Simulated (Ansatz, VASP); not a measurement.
SiNi in VASP and in Ansatz

```
Ni Si
1.0
     2.88270    0.00000    0.00000
     0.00000    3.21336    0.00000
     0.00000    0.00000    4.58196
Ni Si
2 2
Direct
  0.50000 0.50000 0.34250
  0.00000 0.00000 0.65750
  0.50000 0.50000 0.84314
  0.00000 0.00000 0.15686
```

Alike in both runs: task single point; functional LDA; k mesh 9 × 8 × 6; occupations fermi-dirac, width 0.05 eV; collinear spin.

|  | VASP | Ansatz |
| --- | --- | --- |
| version | VASP 6.6.1 | Ansatz 0.2.0 |
| potentials or method | VASP PAW LDA potentials, release 64 (Ni_sv_GW, Si) | Ansatz PAW |
| plane-wave cutoff (eV) | 590 | 420 |
| valence electrons in the cell | 44 | 44 |

```tsv
	VASP	Ansatz	Ansatz less VASP
gap on the k mesh at the Fermi level (eV)	none	none	-
pressure (GPa)	6.8	8.8	+1.92
traceless stress, the component that is largest in VASP (GPa)	-0.79	-0.65	+0.139
rms of the force components (eV/Å)	0.090	0.087	-0.0034
net moment per atom (μB)	0.00	0.00	0.000
```

LDA's correlation is that of Perdew and Zunger in VASP and of Perdew and Wang (1992) in Ansatz. Atom by atom the forces differ by 0.011 eV/Å (rms over components). A gap of «none» marks a metal or a gap that the smearing closes.
